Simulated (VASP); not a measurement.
Input of a VASP 6.6.1 run:

INCAR

```
SYSTEM = Au
  PREC = Accurate
  ENCUT = 500
  EDIFF = 1E-6
  ISMEAR = 1
  SIGMA = 0.01
  LREAL = .FALSE.
  LASPH = .TRUE.
  NELM = 120
  ALGO = Normal
  ISIF = 2
  LWAVE = .FALSE.
  LCHARG = .TRUE.
  GGA = PE
  LELF = .TRUE.
  LVHAR = .TRUE.
  NBANDS = 12
  GGA_COMPAT = .FALSE.
```

KPOINTS

```
regular mesh
0
G
  11 11 11
  0 0 0
```

POSCAR

```
Au
1.0
    0.0000000000      2.0350000000      2.0350000000
    2.0350000000      0.0000000000      2.0350000000
    2.0350000000      2.0350000000      0.0000000000
Au
1
Direct
    0.0000000000      0.0000000000      0.0000000000
```

Potentials or basis: VASP PAW PBE potentials, release 64 (Au).

Launch:

```sh
$ cat potpaw_PBE.64/Au/POTCAR > POTCAR
$ mpirun -np 1 vasp_std > vasp.out
```

Question: Predict the pressure.

Answer: 10.5 GPa.
